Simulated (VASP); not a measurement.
# C (Fm-3m) in VASP: further runs

C is run at these levels: PBEsol; tasks: single point, relaxation of cell and atoms.

Program: VASP 6.6.1. These are calculated values, not measurements. Logs are shortened: lines on timing, memory, paths and dates and some standing lists are left out, and cuts for length are marked.

### 1 The cell of the first run

The structure is cubic, space group Fm-3m (No. 225). The conventional cell has a = 3.037 Å, b = 3.037 Å, c = 3.037 Å, α = 90.00°, β = 90.00°, γ = 90.00°. C (site symmetry m-3m) has 12 C at 2.15 Å within 2.8 Å.

### 2 Single point, PBEsol

Input file INCAR:

```
SYSTEM = C
ALGO = Normal
EDIFF = 1E-6
ENCUT = 520
GGA = PS
ISIF = 2
ISMEAR = -1
LASPH = .True.
LCHARG = .False.
LREAL = .False.
LWAVE = .False.
NBANDS = 8
NELM = 100
PREC = Accurate
SIGMA = 0.08
```

Input file KPOINTS:

```
k-points
0
Gamma
  24 24 24
  0 0 0
```

Input file POSCAR:

```
C
1.0
    0.0000000000      1.5187307087      1.5187307087
    1.5187307087      0.0000000000      1.5187307087
    1.5187307087      1.5187307087      0.0000000000
C
1
Direct
    0.0000000000      0.0000000000      0.0000000000
```

Potentials or basis: VASP PAW PBE potentials, release 64 (C).

Launch:

```bash
cat potpaw_PBE.64/C/POTCAR > POTCAR
mpirun -np 1 vasp_std > vasp.out
```

OUTCAR:

```text
SYSTEM = C
   EDIFF = 1E-6
   ENCUT = 520
   GGA = PS
   ISIF = 2
   ISMEAR = -1
   LASPH = .True.
   LREAL = .False.
   NELM = 100
   PREC = Accurate

 ion  position               nearest neighbor table
   1  0.000  0.000  0.000-

  LATTYP: Found a face centered cubic cell.
 ALAT       =     3.0374614174

  Lattice vectors:

 A1 = (   0.0000000000,   1.5187307087,   1.5187307087)
 A2 = (   1.5187307087,   0.0000000000,   1.5187307087)
 A3 = (   1.5187307087,   1.5187307087,   0.0000000000)

Analysis of symmetry for initial positions (statically):
=====================================================================
 Subroutine PRICEL returns:
 Original cell was already a primitive cell.

 Routine SETGRP: Setting up the symmetry group for a
 face centered cubic supercell.

 Subroutine GETGRP returns: Found 48 space group operations
 (whereof 48 operations were pure point group operations)
 out of a pool of 48 trial point group operations.

The static configuration has the point symmetry O_h .

Analysis of symmetry for dynamics (positions and initial velocities):
=====================================================================
 Subroutine PRICEL returns:
 Original cell was already a primitive cell.

 Routine SETGRP: Setting up the symmetry group for a
 face centered cubic supercell.

 Subroutine GETGRP returns: Found 48 space group operations
 (whereof 48 operations were pure point group operations)
 out of a pool of 48 trial point group operations.

The dynamic configuration has the point symmetry O_h .

 Subroutine INISYM returns: Found 48 space group operations
 (whereof 48 operations are pure point group operations),
 and found     1 'primitive' translations

----------------------------------------------------------------------------------------

                                     Primitive cell

  volume of cell :       7.0060

  direct lattice vectors                    reciprocal lattice vectors
     0.000000000  1.518730709  1.518730709    -0.329222289  0.329222289  0.329222289
     1.518730709  0.000000000  1.518730709     0.329222289 -0.329222289  0.329222289
     1.518730709  1.518730709  0.000000000     0.329222289  0.329222289 -0.329222289

  length of vectors
     2.147809566  2.147809566  2.147809566     0.570229731  0.570229731  0.570229731

  position of ions in fractional coordinates (direct lattice)
     0.000000000  0.000000000  0.000000000

[... 75 lines left out ...]
   EDIFF  = 0.1E-05   stopping-criterion for ELM
   LREAL  =      F    real-space projection
   EDIFFG = 0.1E-04   stopping-criterion for IOM
   NSW    =      0    number of steps for IOM
   IBRION =     -1    ionic relax: 0-MD 1-quasi-New 2-CG
   NFREE  =      0    steps in history (QN), initial steepest desc. (CG)
   ISIF   =      2    stress and relaxation
   ISYM   =      2    0-nonsym 1-usesym 2-fastsym
   POTIM  = 0.5000    time-step for ionic-motion
   TEBEG  =    0.0;   TEEND  =   0.0 temperature during run
   PSTRESS=    0.0 pullay stress
   NELECT =       4.0000    total number of electrons
   NUPDOWN=      -1.0000    fix difference up-down
   EMIN   =  10.00;   EMAX   =-10.00  energy-range for DOS
   EFERMI =   0.00;   METHOD = LEGACY
   ISMEAR =    -1;   SIGMA  =   0.08  broadening in eV -4-tet -1-fermi 0-gaus
   EFERMI_NEDOS =   21; number of points for ismear=-14 and -15
   IALGO  =     38    algorithm
   IMIX   =      4    mixing-type and parameters
     AMIX     =   0.40;   BMIX     =  1.00
     AMIX_MAG =   1.60;   BMIX_MAG =  1.00
  volume/ion in A,a.u.               =       7.01        47.28
  Fermi-wavevector in a.u.,A,eV,Ry     =   1.358118  2.566470 25.095722  1.844484
  Thomas-Fermi vector in A             =   2.484978
   LORBIT       =      0    0 simple, 1 ext, 2 COOP (PROOUT), +10 PAW based schemes
   GGA     = PS    functional components
   LHFCALC =     F    Hartree Fock is set to
   AEXX    =    0.0000 exact exchange contribution
   IVDW    =     0    specifies the selected vdW correction
   LEPSILON=     F    determine dielectric tensor
   LRPA    =     F    only Hartree local field effects (RPA)
 non-spin polarized calculation
  energy-cutoff  :      520.00
  volume of cell :        7.01
 maximum number of plane-waves:       200
   NGX =  7   NGY =  7   NGZ =  7

 number of electron       4.0000000 magnetization

 Free energy of the ion-electron system (eV)
  ---------------------------------------------------
  ext. energy  EPLUGINS =         0.00000000
  ---------------------------------------------------
  free energy    TOTEN  =        -5.19159295 eV

  energy without entropy =       -5.18289418  energy(sigma->0) =       -5.18724357

 E-fermi :   8.1956     XC(G=0): -12.9930

 val. band max:        8.1949414849   @ k =   0.5000   0.3333   0.1667
 cond. band min:       8.2026273706   @ k =  -0.4167   0.4583   0.0417
 fundamental gap:      0.0076858857
 Fermi energy:         8.1956092707

 k-point     1 :       0.0000    0.0000    0.0000
  band No.  band energies     occupation
      1     -11.1739      2.00000
      2      16.5296      0.00000
      3      16.5296      0.00000
      4      16.5296      0.00000
      5      38.6530      0.00000
      6      38.6530      0.00000
      7      38.6530      0.00000
      8      40.3317      0.00000
[... 243 lines left out ...]
 k-point    24 :       0.4583    0.0417    0.0000
  band No.  band energies     occupation
      1      -3.1539      2.00000
      2       1.1540      2.00000
      3      14.5876      0.00000
      4      14.6540      0.00000
      5      33.5453      0.00000
      6      34.5183      0.00000
      7      36.4599      0.00000
      8      38.8226      0.00000

 [... further k-points ...]

------------------------ aborting loop because EDIFF is reached ----------------------------------------

  FORCE on cell =-STRESS in cart. coord.  units (eV):
  Direction    XX          YY          ZZ          XY          YZ          ZX
  --------------------------------------------------------------------------------------
  -------------------------------------------------------------------------------------
  Total        0.0109847      0.0109847      0.0109847     -0.0000000      0.0000000      0.0000000
  in kB        2.5120385      2.5120385      2.5120385     -0.0000000      0.0000000      0.0000000
  external PRESSURE =       2.5120385 kB  Pullay stress =       0.0000000 kB

 VOLUME and BASIS-vectors are now :
 -----------------------------------------------------------------------------
  energy-cutoff  :      520.00
  volume of cell :        7.01
      direct lattice vectors                 reciprocal lattice vectors
     0.000000000  1.518730709  1.518730709    -0.329222289  0.329222289  0.329222289
     1.518730709  0.000000000  1.518730709     0.329222289 -0.329222289  0.329222289
     1.518730709  1.518730709  0.000000000     0.329222289  0.329222289 -0.329222289

 POSITION                                       TOTAL-FORCE (eV/Angst)
 -----------------------------------------------------------------------------------
      0.00000      0.00000      0.00000        -0.000000      0.000000      0.000000
 -----------------------------------------------------------------------------------
    total drift:                                0.000000      0.000000      0.000000

  FREE ENERGIE OF THE ION-ELECTRON SYSTEM (eV)
  ---------------------------------------------------
  free  energy   TOTEN  =        -5.1915929538 eV

  energy  without entropy=       -5.1828941793  energy(sigma->0) =       -5.18724357
```

stdout:

```text
POSCAR found type information on POSCAR C
 POSCAR found :  1 types and       1 ions
 scaLAPACK will be used
 -----------------------------------------------------------------------------
|                                                                             |
|                                                                             |
|     You enforced a specific xc type in the INCAR file but a different       |
|     I HOPE YOU KNOW WHAT YOU ARE DOING!                                     |
|                                                                             |
 -----------------------------------------------------------------------------

 LDA part: xc-table for (Slater+PW92), standard interpolation
 POSCAR, INCAR and KPOINTS ok, starting setup
 FFT: planning ... GRIDC
 FFT: planning ... GRID_SOFT
 FFT: planning ... GRID
 WAVECAR not read
 entering main loop
```

It took 3.9 s on 1 thread of Intel Xeon 6975P-C (Granite Rapids), shared host; peak memory 0.12 GiB.

What came out:

```yaml
Free_energy: -5.1916 eV
Pressure: 0.3 GPa
Band_gap_on_the_k_mesh: zero (bands 2 and 3 overlap by 12.11 eV)
```

Caveat: the PAW data sets were made with another functional, which shifts forces and pressure a little.

### 3 Relaxation of cell and atoms, PBEsol

This run uses another cell than the first one, of 6.50 Å³/atom.

Input file INCAR:

```
SYSTEM = C
  PREC = Accurate
  ENCUT = 600
  EDIFF = 1E-6
  ISMEAR = -1
  SIGMA = 0.08
  LREAL = .False.
  LASPH = .True.
  NELM = 60
  ALGO = Normal
  ISIF = 3
  LWAVE = .False.
  LCHARG = .False.
  GGA = PS
  IBRION = 2
  NSW = 60
  EDIFFG = -0.005
```

Input file KPOINTS:

```
regular mesh
0
Gamma
  24 24 24
  0 0 0
```

Input file POSCAR:

```
C
1.0
    0.0000000000      1.4812480342      1.4812480342
    1.4812480342      0.0000000000      1.4812480342
    1.4812480342      1.4812480342      0.0000000000
C
1
Direct
    0.0000000000      0.0000000000      0.0000000000
```

Potentials or basis: VASP PAW PBE potentials, release 64 (C).

Launch:

```bash
cat potpaw_PBE.64/C/POTCAR > POTCAR
mpirun -np 1 vasp_std > vasp.out
```

OUTCAR:

```text
SYSTEM = C
   PREC = Accurate
   ENCUT = 600
   EDIFF = 1E-6
   ISMEAR = -1
   LREAL = .False.
   LASPH = .True.
   NELM = 60
   ISIF = 3
   GGA = PS
   IBRION = 2
   NSW = 60
   EDIFFG = -0.005

 ion  position               nearest neighbor table
   1  0.000  0.000  0.000-

  LATTYP: Found a face centered cubic cell.
 ALAT       =     2.9624960684

  Lattice vectors:

 A1 = (   0.0000000000,   1.4812480342,   1.4812480342)
 A2 = (   1.4812480342,   0.0000000000,   1.4812480342)
 A3 = (   1.4812480342,   1.4812480342,   0.0000000000)

Analysis of symmetry for initial positions (statically):
=====================================================================
[... 249 lines left out ...]
  energy without entropy =       -5.18253503  energy(sigma->0) =       -5.18688210

 E-fermi :   8.1851     XC(G=0): -12.9896

 val. band max:        8.1544091225   @ k =  -0.4167   0.4583   0.1250
 cond. band min:       8.1859916554   @ k =   0.5000   0.3333   0.1667
 fundamental gap:      0.0315825329
 Fermi energy:         8.1851233980

 k-point     1 :       0.0000    0.0000    0.0000
  band No.  band energies     occupation
      1     -11.1750      2.00000
      2      16.5111      0.00000
      3      16.5111      0.00000
      4      16.5111      0.00000
      5      38.6336      0.00000
      6      38.6336      0.00000
[... 199 lines left out ...]
 k-point    24 :       0.4583    0.0417    0.0000
  band No.  band energies     occupation
      1      -3.1588      2.00000
      2       1.1476      2.00000
      3      14.5714      0.00000
      4      14.6375      0.00000
      5      33.5225      0.00000
      6      34.4986      0.00000

 [... further k-points ...]

------------------------ aborting loop because EDIFF is reached ----------------------------------------

  FORCE on cell =-STRESS in cart. coord.  units (eV):
  Direction    XX          YY          ZZ          XY          YZ          ZX
  --------------------------------------------------------------------------------------
  -------------------------------------------------------------------------------------
  Total        0.0013249      0.0013249      0.0013249      0.0000000      0.0000000     -0.0000000
  in kB        0.3027789      0.3027789      0.3027789      0.0000000      0.0000000     -0.0000000
  external PRESSURE =       0.3027789 kB  Pullay stress =       0.0000000 kB
[... 16 lines left out ...]
  FREE ENERGIE OF THE ION-ELECTRON SYSTEM (eV)
  ---------------------------------------------------
  free  energy   TOTEN  =        -5.1912291604 eV

  energy  without entropy=       -5.1825350337  energy(sigma->0) =       -5.18688210

 reached required accuracy - stopping structural energy minimisation
```

OSZICAR:

```text
N       E                     dE             d eps       ncg     rms          rms(c)
DAV:   1    -0.188121699604E+01   -0.18812E+01   -0.26590E+03  5208   0.728E+02
DAV:   2    -0.514297400389E+01   -0.32618E+01   -0.29635E+01  6444   0.487E+01
DAV:   3    -0.517096005867E+01   -0.27986E-01   -0.27928E-01  5718   0.482E+00
[... 15 lines left out ...]
       N       E                     dE             d eps       ncg     rms          rms(c)
DAV:   1    -0.519144843156E+01   -0.44375E-03   -0.11783E-02  4956   0.915E-01    0.946E-02
DAV:   2    -0.519129074946E+01    0.15768E-03   -0.11536E-04  5466   0.976E-02    0.495E-02
DAV:   3    -0.519122918422E+01    0.61565E-04   -0.12740E-04  4968   0.829E-02    0.559E-03
DAV:   4    -0.519122916038E+01    0.23844E-07   -0.21707E-07  3618   0.641E-03
   3 F= -.51912292E+01 E0= -.51868821E+01  d E =-.219085E-01
```

CONTCAR:

```text
C
   1.00000000000000
     0.0000000000000000    1.5190869704534995    1.5190869704534995
     1.5190869704534995   -0.0000000000000000    1.5190869704534995
     1.5190869704534995    1.5190869704534995   -0.0000000000000001
  C
     1
Direct
     0.0000000000000000    0.0000000000000000    0.0000000000000000

  0.00000000E+00  0.00000000E+00  0.00000000E+00
```

Wall time 14 s (1 thread of Intel Xeon 6975P-C (Granite Rapids), shared host); peak memory 0.13 GiB.

What came out:

| Quantity | Value |
| --- | --- |
| Free energy | -5.1912 eV |
| Relaxed volume | 7.01 Å³/atom |
| Relaxed cell | a = 2.148 Å, b = 2.148 Å, c = 2.148 Å, α = 60.00°, β = 60.00°, γ = 60.00° |
| Space group after relaxing (to 0.1 Å) | Fm-3m (No. 225) |
| Energy gained by relaxing | 21.9 meV/atom |
| Ionic steps | 3 |
| Pressure after relaxing | 0.0 GPa |
| Band gap on the k mesh | zero (bands 2 and 3 overlap by 12.10 eV) |

The path:
```tsv
step	energy change (eV)	largest force (eV/Å)	pressure (GPa)	volume (Å³)
1	0.0000	0.0000	14.44	6.50
2	-0.0217	0.0000	-1.30	7.07
3	-0.0219	0.0000	0.03	7.01
```

Final structure:
```
CELL_PARAMETERS angstrom
0.00000 1.51909 1.51909
1.51909 0.00000 1.51909
1.51909 1.51909 0.00000
ATOMIC_POSITIONS crystal
C 0.00000 0.00000 0.00000
```

Caveat: the PAW data sets were made with another functional, which shifts forces and pressure a little.
